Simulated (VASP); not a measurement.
# S (Fm-3m) in VASP: a series of runs

Runs on S. Level: PBE. Tasks: relaxation of cell and atoms.

All numbers are computed with VASP 6.6.1; they aren't measurements. Logs are shortened: lines on timing, memory, paths and dates and some standing lists are left out, and cuts for length are marked.

### Step 1. The cell of the first run

It takes space group Fm-3m (No. 225, cubic). Conventional cell: a = 3.687 Å, b = 3.687 Å, c = 3.687 Å, α = 90.00°, β = 90.00°, γ = 90.00°. S (site symmetry m-3m) has 12 S at 2.61 Å within 3.4 Å.

### Step 2. Relaxation of cell and atoms, PBE, target pressure 30 GPa, at which the enthalpy is minimised

INCAR

```
ALGO = Normal
EDIFF = 1E-6
EDIFFG = -0.005
ENCUT = 600
GGA = PE
IBRION = 2
ISIF = 3
ISMEAR = -1
LASPH = T
LCHARG = F
LREAL = F
LWAVE = F
NELM = 60
NSW = 60
PREC = Accurate
PSTRESS = 300.0
SIGMA = 0.1
```

KPOINTS

```
k-points
0
Gamma
  17 17 17
```

POSCAR

```
S
1.0
    0.0000000000      1.8435424372      1.8435424372
    1.8435424372      0.0000000000      1.8435424372
    1.8435424372      1.8435424372      0.0000000000
S
1
Direct
    0.0000000000      0.0000000000      0.0000000000
```

Potentials or basis: VASP PAW PBE potentials, release 64 (S).

Run with:

```bash
$ cat potpaw_PBE.64/S/POTCAR > POTCAR
$ mpirun -np 1 vasp_std > vasp.out
```

OUTCAR:

```text
EDIFF = 1E-6
   EDIFFG = -0.005
   ENCUT = 600
   GGA = PE
   IBRION = 2
   ISIF = 3
   ISMEAR = -1
   LASPH = T
   LREAL = F
   NELM = 60
   NSW = 60
   PREC = Accurate
   PSTRESS = 300.0

 ion  position               nearest neighbor table
   1  0.000  0.000  0.000-

  LATTYP: Found a face centered cubic cell.
 ALAT       =     3.6870848744

  Lattice vectors:

 A1 = (   0.0000000000,   1.8435424372,   1.8435424372)
 A2 = (   1.8435424372,   0.0000000000,   1.8435424372)
 A3 = (   1.8435424372,   1.8435424372,   0.0000000000)

Analysis of symmetry for initial positions (statically):
=====================================================================
 Subroutine PRICEL returns:
 Original cell was already a primitive cell.

 Routine SETGRP: Setting up the symmetry group for a
 face centered cubic supercell.

 Subroutine GETGRP returns: Found 48 space group operations
 (whereof 48 operations were pure point group operations)
 out of a pool of 48 trial point group operations.

The static configuration has the point symmetry O_h .

Analysis of symmetry for dynamics (positions and initial velocities):
=====================================================================
 Subroutine PRICEL returns:
 Original cell was already a primitive cell.

 Routine SETGRP: Setting up the symmetry group for a
 face centered cubic supercell.

 Subroutine GETGRP returns: Found 48 space group operations
 (whereof 48 operations were pure point group operations)
 out of a pool of 48 trial point group operations.

The dynamic configuration has the point symmetry O_h .

 Subroutine INISYM returns: Found 48 space group operations
 (whereof 48 operations are pure point group operations),
 and found     1 'primitive' translations

----------------------------------------------------------------------------------------

                                     Primitive cell

  volume of cell :      12.5311

  direct lattice vectors                    reciprocal lattice vectors
     0.000000000  1.843542437  1.843542437    -0.271216973  0.271216973  0.271216973
     1.843542437  0.000000000  1.843542437     0.271216973 -0.271216973  0.271216973
     1.843542437  1.843542437  0.000000000     0.271216973  0.271216973 -0.271216973

  length of vectors
     2.607162717  2.607162717  2.607162717     0.469761578  0.469761578  0.469761578
[... 88 lines left out ...]
   TEBEG  =    0.0;   TEEND  =   0.0 temperature during run
   PSTRESS=  300.0 pullay stress
   NELECT =       6.0000    total number of electrons
   NUPDOWN=      -1.0000    fix difference up-down
   EMIN   =  10.00;   EMAX   =-10.00  energy-range for DOS
   EFERMI =   0.00;   METHOD = LEGACY
   ISMEAR =    -1;   SIGMA  =   0.10  broadening in eV -4-tet -1-fermi 0-gaus
   EFERMI_NEDOS =   21; number of points for ismear=-14 and -15
   IALGO  =     38    algorithm
   IMIX   =      4    mixing-type and parameters
     AMIX     =   0.40;   BMIX     =  1.00
     AMIX_MAG =   1.60;   BMIX_MAG =  1.00
  volume/ion in A,a.u.               =      12.53        84.56
  Fermi-wavevector in a.u.,A,eV,Ry     =   1.280743  2.420254 22.317684  1.640304
  Thomas-Fermi vector in A             =   2.413154
   LORBIT       =      0    0 simple, 1 ext, 2 COOP (PROOUT), +10 PAW based schemes
   GGA     = PE    functional components
   LHFCALC =     F    Hartree Fock is set to
   AEXX    =    0.0000 exact exchange contribution
   IVDW    =     0    specifies the selected vdW correction
   LEPSILON=     F    determine dielectric tensor
   LRPA    =     F    only Hartree local field effects (RPA)
 conjugate gradient relaxation of ions
 non-spin polarized calculation
  energy-cutoff  :      600.00
  volume of cell :       12.53
 maximum number of plane-waves:       432
 NGX is ok and might be reduce to    24
   NGX = 11   NGY = 11   NGZ = 11

--------------------------------------- Ionic step        1  -------------------------------------------

 number of electron       6.0000000 magnetization

 Free energy of the ion-electron system (eV)
  ---------------------------------------------------
  ext. energy  EPLUGINS =         0.00000000
  ---------------------------------------------------
  free energy    TOTEN  =        -2.58686503 eV

  energy without entropy =       -2.56824407  energy(sigma->0) =       -2.57755455

------------------------ aborting loop because EDIFF is reached ----------------------------------------

  FORCE on cell =-STRESS in cart. coord.  units (eV):
  Direction    XX          YY          ZZ          XY          YZ          ZX
  --------------------------------------------------------------------------------------
  -------------------------------------------------------------------------------------
  Total        2.3412545      2.3412545      2.3412545     -0.0000000     -0.0000000      0.0000000
  in kB      299.3434707    299.3434707    299.3434707     -0.0000000     -0.0000000      0.0000000
  external PRESSURE =      -0.6565293 kB  Pullay stress =     300.0000000 kB
[... 61 lines left out ...]
--------------------------------------- Ionic step        3  -------------------------------------------

 number of electron       6.0000000 magnetization

 Free energy of the ion-electron system (eV)
  ---------------------------------------------------
  ext. energy  EPLUGINS =         0.00000000
  ---------------------------------------------------
  free energy    TOTEN  =        -2.58603580 eV

  energy without entropy =       -2.56743027  energy(sigma->0) =       -2.57673304

 E-fermi :  11.2106     XC(G=0): -12.3229

 val. band max:       11.1580231724   @ k =  -0.2941   0.2941   0.1176
 cond. band min:      11.2163014577   @ k =  -0.4118   0.2941   0.0588
 fundamental gap:      0.0582782852
 Fermi energy:        11.2105936001

 k-point     1 :       0.0000    0.0000    0.0000
  band No.  band energies     occupation
      1      -8.1896      2.00000
      2      15.8627      0.00000
      3      15.8627      0.00000
      4      15.8627      0.00000
      5      23.3842      0.00000
      6      23.3842      0.00000
      7      23.3842      0.00000
[... 221 lines left out ...]
 k-point    24 :      -0.1176    0.0588    0.0000
  band No.  band energies     occupation
      1      -7.5415      2.00000
      2      12.8351      0.00000
      3      14.4222      0.00000
      4      15.7138      0.00000
      5      23.0113      0.00000
      6      24.0624      0.00000
      7      24.7620      0.00000

 [... further k-points ...]

------------------------ aborting loop because EDIFF is reached ----------------------------------------

  FORCE on cell =-STRESS in cart. coord.  units (eV):
  Direction    XX          YY          ZZ          XY          YZ          ZX
  --------------------------------------------------------------------------------------
  -------------------------------------------------------------------------------------
  Total        2.3454918      2.3454918      2.3454918     -0.0000000     -0.0000000      0.0000000
  in kB      299.9914060    299.9914060    299.9914060     -0.0000000     -0.0000000      0.0000000
  external PRESSURE =      -0.0085940 kB  Pullay stress =     300.0000000 kB
[... 20 lines left out ...]
  energy  without entropy=       -2.5674302720  energy(sigma->0) =       -2.57673304

  enthalpy is  TOTEN    =        -0.2404768474 eV   P V=        2.3455589549

 reached required accuracy - stopping structural energy minimisation
```

OSZICAR:

```text
N       E                     dE             d eps       ncg     rms          rms(c)
DAV:   1     0.100395156421E+02    0.10040E+02   -0.33530E+03  2352   0.827E+02
DAV:   2    -0.242581183060E+01   -0.12465E+02   -0.11841E+02  3542   0.895E+01
DAV:   3    -0.258618989792E+01   -0.16038E+00   -0.15489E+00  2737   0.114E+01
[... 13 lines left out ...]
   2 F= -.24047557E+00 E0= -.23118118E+00  d E =0.760175E-07
       N       E                     dE             d eps       ncg     rms          rms(c)
DAV:   1    -0.258603753947E+01   -0.91615E-03   -0.63006E-05  2366   0.570E-02    0.120E-02
DAV:   2    -0.258603629152E+01    0.12479E-05   -0.14243E-06  1435   0.108E-02    0.682E-03
DAV:   3    -0.258603580228E+01    0.48924E-06   -0.13562E-06  1246   0.823E-03
   3 F= -.24047685E+00 E0= -.23117408E+00  d E =-.120440E-05
```

CONTCAR:

```text
S
   1.00000000000000
    -0.0000000000000000    1.8433249230554689    1.8433249230554689
     1.8433249230554689   -0.0000000000000000    1.8433249230554689
     1.8433249230554689    1.8433249230554689   -0.0000000000000000
  S
     1
Direct
     0.0000000000000000    0.0000000000000000    0.0000000000000000

  0.00000000E+00  0.00000000E+00  0.00000000E+00
```

Wall time 77 s (1 thread of AMD EPYC 7R13, shared host); peak memory 0.11 GiB.

Results:

* Free energy: -2.5860 eV
* Relaxed volume: 12.53 Å³/atom
* Relaxed cell: a = 2.607 Å, b = 2.607 Å, c = 2.607 Å, α = 60.00°, β = 60.00°, γ = 60.00°
* Space group after relaxing (to 0.05 Å): Fm-3m (No. 225)
* Energy change on relaxing (the enthalpy is what falls): +0.8 meV/atom
* Ionic steps: 3
* Pressure after relaxing: 30.0 GPa
* Band gap on the k mesh: zero (band 3 reaches 15.86 eV, above the bottom of band 4 at 7.67 eV)

Step by step:
```
step  energy change (eV)  largest force (eV/Å)  pressure (GPa)  volume (Å³)
   1              0.0000                0.0000           29.93        12.53
   2              0.0017                0.0000           30.07        12.52
   3              0.0008                0.0000           30.00        12.53
```

Final structure:
```yaml
crystal:
  lattice:
    - [0.00000, 1.84332, 1.84332]
    - [1.84332, 0.00000, 1.84332]
    - [1.84332, 1.84332, 0.00000]
  atoms:
    - { symbol: S, position: [0.00000, 0.00000, 0.00000] }
```

Caveat: the cell is relaxed towards a set pressure, so the enthalpy falls and the energy may rise.

### Step 3. Relaxation of cell and atoms, PBE, target pressure 30 GPa, at which the enthalpy is minimised

INCAR

```
SYSTEM = S
ALGO = Normal
EDIFF = 1E-7
EDIFFG = -0.005
ENCUT = 600
GGA = PE
IBRION = 2
ISIF = 3
ISMEAR = -1
LASPH = .TRUE.
LCHARG = .FALSE.
LREAL = .FALSE.
LWAVE = .FALSE.
NELM = 100
NSW = 32
PREC = Accurate
PSTRESS = 300.0
SIGMA = 0.1
```

KPOINTS

```
k-points
0
G
  17 17 17
  0 0 0
```

POSCAR

```
S
1.0
    0.0000000000      1.8444615502      1.8444615502
    1.8444615502      0.0000000000      1.8444615502
    1.8444615502      1.8444615502      0.0000000000
S
1
Direct
    0.0000000000      0.0000000000      0.0000000000
```

Potentials or basis: VASP PAW PBE potentials, release 64 (S).

Run with:

```bash
$ cat potpaw_PBE.64/S/POTCAR > POTCAR
$ mpirun -np 1 vasp_std > vasp.out
```

Wall time 1.8 min (1 thread of AMD EPYC 7R13, shared host); peak memory 0.11 GiB.

Results (log left out):

* Free energy: -2.5860 eV
* Relaxed volume: 12.53 Å³/atom
* Relaxed cell: a = 2.607 Å, b = 2.607 Å, c = 2.607 Å, α = 60.00°, β = 60.00°, γ = 60.00°
* Space group after relaxing (to 0.05 Å): Fm-3m (No. 225)
* Energy change on relaxing (the enthalpy is what falls): +4.4 meV/atom
* Ionic steps: 3
* Pressure after relaxing: 30.0 GPa
* Band gap on the k mesh: zero (band 3 reaches 15.86 eV, above the bottom of band 4 at 7.67 eV)

Step by step:
```
step  energy change (eV)  largest force (eV/Å)  pressure (GPa)  volume (Å³)
   1              0.0000                0.0000           29.65        12.55
   2              0.0092                0.0000           30.39        12.50
   3              0.0044                0.0000           30.00        12.53
```

Final structure:
```xyz
1
Lattice="0.0000 1.8433 1.8433 1.8433 0.0000 1.8433 1.8433 1.8433 0.0000" Properties=species:S:1:pos:R:3 pbc="T T T"
S     0.0000    0.0000    0.0000
```

Levels at points of the mesh, in eV from the Fermi level:
| k point | band 1 | band 2 | band 3 | band 4 | band 5 | band 6 | band 7 |
| --- | --- | --- | --- | --- | --- | --- | --- |
| (0.00, 0.00, 0.00) | -19.40 | 4.65 | 4.65 | 4.65 | 12.17 | 12.17 | 12.17 |

Caveat: the cell is relaxed towards a set pressure, so the enthalpy falls and the energy may rise.

### Step 4. Relaxation of cell and atoms, PBE

This run uses another cell than the first one, of 17.00 Å³/atom, 1.357 times its volume.

Changes to INCAR since step 3:

```diff
@@ -13,6 +13,5 @@
 LWAVE = .FALSE.
-NELM = 100
-NSW = 32
+NELM = 80
+NSW = 60
 PREC = Accurate
-PSTRESS = 300.0
 SIGMA = 0.1
```

KPOINTS is that of step 3.

POSCAR

```
S
1.0
    0.0000000000      2.0408275510      2.0408275510
    2.0408275510      0.0000000000      2.0408275510
    2.0408275510      2.0408275510      0.0000000000
S
1
Direct
    0.0000000000      0.0000000000      0.0000000000
```

Run with:

```bash
$ cat potpaw_PBE.64/S/POTCAR > POTCAR
$ mpirun -np 1 vasp_std > vasp.out
```

It took 1.9 min on 1 thread of AMD EPYC 7R13, shared host; peak memory 0.12 GiB.

Results (log left out):

```
Free energy                            : -2.8427 eV
Relaxed volume                         : 15.88 Å³/atom
Relaxed cell                           : a = 2.821 Å, b = 2.821 Å, c = 2.821 Å, α = 60.00°, β = 60.00°, γ = 60.00°
Space group after relaxing (to 0.05 Å) : Fm-3m (No. 225)
Energy gained by relaxing              : 16.9 meV/atom
Ionic steps                            : 3
Pressure after relaxing                : 0.0 GPa
Band gap on the k mesh                 : zero (band 3 reaches 10.58 eV, above the bottom of band 4 at 5.06 eV)
```

The path:
```
step  energy change (eV)  largest force (eV/Å)  pressure (GPa)  volume (Å³)
   1              0.0000                0.0000           -4.56        17.00
   2             -0.0169                0.0000            0.22        15.84
   3             -0.0169                0.0000            0.00        15.88
```

Final structure:
```yaml
crystal:
  lattice:
    - [0.00000, 1.99503, 1.99503]
    - [1.99503, 0.00000, 1.99503]
    - [1.99503, 1.99503, 0.00000]
  atoms:
    - { symbol: S, position: [0.00000, 0.00000, 0.00000] }
```

Levels at points of the mesh, in eV from the Fermi level:
```tsv
k point	band 1	band 2	band 3	band 4	band 5	band 6	band 7
(0.00, 0.00, 0.00)	-16.68	3.18	3.18	3.18	12.12	12.12	12.12
```

### Step 5. The runs side by side

| cell | gap on the mesh (eV) | pressure (GPa) |
| --- | --- | --- |
| relaxed to 30 GPa from a = 2.607 Å, angles 60.0°, 1 atom | none | 30.0 |
| relaxed to 30 GPa from a = 2.608 Å, angles 60.0°, 1 atom | none | 30.0 |
| relaxed from a = 2.886 Å, angles 60.0°, 1 atom | none | 0.0 |

Alike in all rows: task relaxation of cell and atoms; level PBE; potentials or basis VASP PAW PBE potentials, release 64 (S); no spin polarisation; k mesh 17 × 17 × 17; cutoff (eV) 600; smearing fermi-dirac 0.1 eV.

Caveats: the cell is relaxed towards a set pressure, so the enthalpy falls and the energy may rise (some runs).

Total energies depend on the potentials used, so only differences within one code and one set of settings carry meaning.
